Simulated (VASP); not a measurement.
Crystal: Ta.

```
Ta
1.0
    -1.65128    1.65128    1.65128
     1.65128   -1.65128    1.65128
     1.65128    1.65128   -1.65128
Ta
1
Direct
  0.00000 0.00000 0.00000
```

Program: VASP 6.6.1. Alike in all runs: task single point; potentials or basis VASP PAW PBE potentials, release 64 (Ta_pv); cell as given.

Q: Order these runs on this cell by their pressure, lowest first.
A. level BLYP; spin non-collinear, zero start, SOC; k mesh 11 × 11 × 11; cutoff (eV) 500; smearing fermi-dirac 0.1 eV
B. level b88 exchange, pbe correlation; spin collinear; k mesh 11 × 11 × 11; cutoff (eV) 500; smearing tetrahedron
C. level PBE0; spin off; k mesh 8 × 8 × 8; cutoff (eV) 400; smearing fermi-dirac 0.15 eV; grid for exact exchange (PRECFOCK) Normal; share of exact exchange 0.25

A: C (-2.3 GPa), B (2.6 GPa), A (10.1 GPa).

Caveats: the PAW data sets were made with another functional, which shifts forces and pressure a little; tetrahedron occupations give inexact forces and stress in metals (at least some runs); the cell stands under pressure (at least some runs).
